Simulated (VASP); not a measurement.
# YLu2F3 (P-4m2) in VASP: further runs, part 2 of 2

VASP 6.6.1. Earlier steps stand in the parts before.

### Step 4. Single point, PBE

This run uses another cell than the first one, of 19.59 Å³/atom.

INCAR reads:

```
ALGO     = Normal         # electronic algorithm
EDIFF    = 1E-6           # SCF threshold, eV
ENCUT    = 520            # plane-wave cutoff, eV
GGA      = PE             # functional
ISIF     = 2              # what is computed and relaxed
ISMEAR   = 0              # smearing method
LASPH    = True           # aspherical terms in the spheres
LCHARG   = False          # write CHGCAR
LREAL    = False          # projectors in reciprocal space
LWAVE    = False          # write WAVECAR
NBANDS   = 50             # bands
NELM     = 60             # most SCF steps
PREC     = Accurate       # precision mode
SIGMA    = 0.1            # smearing width, eV
```

KPOINTS reads:

```
k-points
0
Gamma
  10 10 4
```

POSCAR reads:

```
YLu2F3
1.0
    3.5026684919      0.0000000000      0.0000000000
    0.0000000000      3.5026684919      0.0000000000
    0.0000000000      0.0000000000      9.5794201457
Y Lu F
1 2 3
Direct
    0.0000000000      0.0000000000      0.5000000000
    0.0000000000      0.5000000000      0.1673009654
    0.5000000000      0.0000000000      0.8326990346
    0.5000000000      0.5000000000      0.0000000000
    0.0000000000      0.0000000000      0.0000000000
    0.5000000000      0.5000000000      0.5000000000
```

Potentials or basis: VASP PAW PBE potentials, release 64 (Y_sv, Lu, F).

On the command line:

```console
> cat potpaw_PBE.64/Y_sv/POTCAR potpaw_PBE.64/Lu/POTCAR potpaw_PBE.64/F/POTCAR > POTCAR
> mpirun -np 1 vasp_std > vasp.out
```

OUTCAR:

```text
EDIFF = 1E-6
   ENCUT = 520
   GGA = PE
   ISIF = 2
   ISMEAR = 0
   LASPH = True
   LREAL = False
   NELM = 60
   PREC = Accurate

 ion  position               nearest neighbor table
   1  0.000  0.000  0.500-   6 2.48   6 2.48   6 2.48   6 2.48   3 3.64   3 3.64   2 3.64   2 3.64

   2  0.000  0.500  0.167-   4 2.37   5 2.37   5 2.37   4 2.37   1 3.64   1 3.64
   3  0.500  0.000  0.833-   4 2.37   5 2.37   4 2.37   5 2.37   1 3.64   1 3.64
   4  0.500  0.500  0.000-   2 2.37   3 2.37   3 2.37   2 2.37
   5  0.000  0.000  0.000-   2 2.37   3 2.37   2 2.37   3 2.37
   6  0.500  0.500  0.500-   1 2.48   1 2.48   1 2.48   1 2.48

  LATTYP: Found a simple tetragonal cell.
 ALAT       =     3.5026684919
 C/A-ratio  =     2.7348920310

  Lattice vectors:

 A1 = (   3.5026684919,   0.0000000000,   0.0000000000)
 A2 = (   0.0000000000,   3.5026684919,   0.0000000000)
 A3 = (   0.0000000000,   0.0000000000,   9.5794201457)

Analysis of symmetry for initial positions (statically):
=====================================================================
 Subroutine PRICEL returns:
 Original cell was already a primitive cell.

 Routine SETGRP: Setting up the symmetry group for a
 simple tetragonal supercell.

 Subroutine GETGRP returns: Found  8 space group operations
 (whereof  8 operations were pure point group operations)
 out of a pool of 16 trial point group operations.

The static configuration has the point symmetry D_2d.

Analysis of symmetry for dynamics (positions and initial velocities):
=====================================================================
 Subroutine PRICEL returns:
 Original cell was already a primitive cell.

 Routine SETGRP: Setting up the symmetry group for a
 simple tetragonal supercell.

 Subroutine GETGRP returns: Found  8 space group operations
[... 125 lines left out ...]
   EFERMI =   0.00;   METHOD = LEGACY
   ISMEAR =     0;   SIGMA  =   0.10  broadening in eV -4-tet -1-fermi 0-gaus
   EFERMI_NEDOS =   21; number of points for ismear=-14 and -15
   IALGO  =     38    algorithm
   IMIX   =      4    mixing-type and parameters
     AMIX     =   0.40;   BMIX     =  1.00
     AMIX_MAG =   1.60;   BMIX_MAG =  1.00
  volume/ion in A,a.u.               =      19.59       132.19
  Fermi-wavevector in a.u.,A,eV,Ry     =   1.452001  2.743885 28.685270  2.108308
  Thomas-Fermi vector in A             =   2.569434
   LORBIT       =      0    0 simple, 1 ext, 2 COOP (PROOUT), +10 PAW based schemes
   GGA     = PE    functional components
   LHFCALC =     F    Hartree Fock is set to
   AEXX    =    0.0000 exact exchange contribution
   IVDW    =     0    specifies the selected vdW correction
   LEPSILON=     F    determine dielectric tensor
   LRPA    =     F    only Hartree local field effects (RPA)
 non-spin polarized calculation
 Gauss-broadening in eV      SIGMA  =   0.10
  energy-cutoff  :      520.00
  volume of cell :      117.53
 maximum number of plane-waves:      3204
 NGX is ok and might be reduce to    28
   NGX = 13   NGY = 13   NGZ = 35

 number of electron      81.9999976 magnetization

 Free energy of the ion-electron system (eV)
  ---------------------------------------------------
  ext. energy  EPLUGINS =         0.00000000
  ---------------------------------------------------
  free energy    TOTEN  =       -33.93041243 eV

  energy without entropy =      -33.90428181  energy(sigma->0) =      -33.91734712

 E-fermi :   3.5467     XC(G=0): -10.1650

 val. band max:        3.5359419361   @ k =   0.4000   0.0000   0.5000
 cond. band min:       3.5509792749   @ k =   0.3000   0.3000   0.2500
 fundamental gap:      0.0150373388
 Fermi energy:         3.5466807141

 k-point     1 :       0.0000    0.0000    0.0000
  band No.  band energies     occupation
      1     -54.1096      2.00000
      2     -54.1063      2.00000
      3     -40.1152      2.00000
      4     -25.4970      2.00000
      5     -24.7492      2.00000
      6     -24.6972      2.00000
[... 1261 lines left out ...]
     49       6.8093      0.00000
     50       6.8533      0.00000

 [... further k-points ...]
[... 5 lines left out ...]
  --------------------------------------------------------------------------------------
  -------------------------------------------------------------------------------------
  Total        0.0513880      0.0513880      0.1410598      0.0000000      0.0000000      0.0000000
  in kB        0.7005439      0.7005439      1.9229877      0.0000000      0.0000000      0.0000000
  external PRESSURE =       1.1080252 kB  Pullay stress =       0.0000000 kB

 VOLUME and BASIS-vectors are now :
 -----------------------------------------------------------------------------
  energy-cutoff  :      520.00
  volume of cell :      117.53
      direct lattice vectors                 reciprocal lattice vectors
     3.502668492  0.000000000  0.000000000     0.285496616  0.000000000  0.000000000
     0.000000000  3.502668492  0.000000000     0.000000000  0.285496616  0.000000000
     0.000000000  0.000000000  9.579420146     0.000000000  0.000000000  0.104390452

 POSITION                                       TOTAL-FORCE (eV/Angst)
 -----------------------------------------------------------------------------------
      0.00000      0.00000      4.78971         0.000000      0.000000      0.000000
      0.00000      1.75133      1.60265         0.000000      0.000000      0.071661
      1.75133      0.00000      7.97677        -0.000000      0.000000     -0.071661
      1.75133      1.75133      0.00000         0.000000      0.000000      0.000000
      0.00000      0.00000      0.00000         0.000000      0.000000      0.000000
      1.75133      1.75133      4.78971         0.000000     -0.000000      0.000000
 -----------------------------------------------------------------------------------
    total drift:                                0.000000      0.000000      0.000000

  FREE ENERGIE OF THE ION-ELECTRON SYSTEM (eV)
  ---------------------------------------------------
  free  energy   TOTEN  =       -33.9304124348 eV

  energy  without entropy=      -33.9042818081  energy(sigma->0) =      -33.91734712
```

OSZICAR:

```text
N       E                     dE             d eps       ncg     rms          rms(c)
DAV:   1     0.786725223499E+03    0.78673E+03   -0.33499E+04  9800   0.496E+03
DAV:   2     0.104987738940E+03   -0.68174E+03   -0.64146E+03  7716   0.809E+02
DAV:   3    -0.219159175717E+02   -0.12690E+03   -0.12337E+03  7430   0.207E+02
DAV:   4    -0.356471861551E+02   -0.13731E+02   -0.13464E+02  9248   0.578E+01
DAV:   5    -0.365137139419E+02   -0.86653E+00   -0.86376E+00 10656   0.122E+01    0.206E+01
DAV:   6    -0.339758085249E+02    0.25379E+01   -0.11026E+01  8984   0.206E+01    0.148E+01
DAV:   7    -0.339523458428E+02    0.23463E-01   -0.17338E+00  8976   0.597E+00    0.728E+00
DAV:   8    -0.339330932886E+02    0.19253E-01   -0.30721E-01  9336   0.639E+00    0.123E+00
DAV:   9    -0.339301459693E+02    0.29473E-02   -0.59284E-02 10308   0.254E+00    0.534E-01
DAV:  10    -0.339303342255E+02   -0.18826E-03   -0.18925E-02  9976   0.103E+00    0.282E-01
DAV:  11    -0.339304701183E+02   -0.13589E-03   -0.33995E-03  9098   0.458E-01    0.143E-01
DAV:  12    -0.339304161122E+02    0.54006E-04   -0.22580E-03 10514   0.498E-01    0.515E-02
DAV:  13    -0.339304161762E+02   -0.63981E-07   -0.45310E-04  8776   0.153E-01    0.303E-02
DAV:  14    -0.339304097906E+02    0.63856E-05   -0.10310E-04  9152   0.700E-02    0.623E-03
DAV:  15    -0.339304123701E+02   -0.25795E-05   -0.23078E-05  7776   0.408E-02    0.281E-03
DAV:  16    -0.339304124348E+02   -0.64640E-07   -0.17870E-06  5056   0.831E-03
   1 F= -.33930412E+02 E0= -.33917347E+02  d E =-.261306E-01
```

Run time: 3.5 min. Hardware: 1 thread of Intel Xeon 6975P-C (Granite Rapids), shared host; peak memory 0.47 GiB.

What came out:

- Free energy: -33.9304 eV
- Pressure: 0.1 GPa
- Largest force: 0.072 eV/Å
- Band gap on the k mesh: zero (bands 41 and 42 overlap by 0.97 eV)

Forces in eV/Å, atoms in the order of the input:
```
Y    0.000  0.000  0.000
Lu   0.000  0.000  0.072
Lu   0.000  0.000 -0.072
F    0.000  0.000  0.000
F    0.000  0.000  0.000
F    0.000  0.000  0.000
```

Stress tensor (GPa, compression positive):
```
0.07 0.00 0.00
0.00 0.07 0.00
0.00 0.00 0.19
```

Levels at points of the mesh, in eV from the Fermi level:
```csv
k point,band 39,band 40,band 41,band 42,band 43,band 44
"(0.00, 0.00, 0.00)",-3.91,-2.03,-0.96,-0.74,0.22,0.74
"(0.50, 0.00, 0.00)",-1.35,-0.55,-0.45,-0.41,0.71,1.00
"(0.50, 0.50, 0.00)",-0.97,-0.97,-0.10,0.31,0.31,1.05
"(0.00, 0.00, 0.50)",-3.20,-3.13,-0.95,-0.40,0.32,1.01
"(0.50, 0.00, 0.50)",-1.36,-0.57,-0.46,-0.40,0.74,0.96
"(0.50, 0.50, 0.50)",-0.84,-0.84,-0.05,0.10,0.10,1.14
```

Caveat: spin-orbit coupling is left out, which moves the levels of the heavy elements.

### Step 5. Overview

| task | cell | k mesh | cutoff (eV) | gap on the mesh (eV) | pressure (GPa) | relaxed volume (Å³/atom) | largest force (eV/Å) |
| --- | --- | --- | --- | --- | --- | --- | --- |
| relaxation of cell and atoms | relaxed from a = 4.386, b = 4.386, c = 6.247 Å, 6 atoms, atomic positions A | 4 × 4 × 4 | 600 | none | 0.0 | 20.27 | 0.01 |
| relaxation of cell and atoms | relaxed from a = 3.515, b = 3.515, c = 9.539 Å, 6 atoms, atomic positions B | 6 × 6 × 2 | 600 | none | 0.0 | 19.61 | 0.01 |
| single point | a = 3.503, b = 3.503, c = 9.579 Å, 6 atoms, atomic positions C | 10 × 10 × 4 | 520 | none | 0.1 | - | 0.07 |

Alike in all rows: level PBE; potentials or basis VASP PAW PBE potentials, release 64 (Y_sv, Lu, F); no spin polarisation; smearing gaussian 0.1 eV.

Caveats: spin-orbit coupling is left out, which moves the levels of the heavy elements.

Absolute energies hang on the potentials; compare differences alone.

The gap in the log of VASP goes by the Fermi energy; the results here count the filled bands.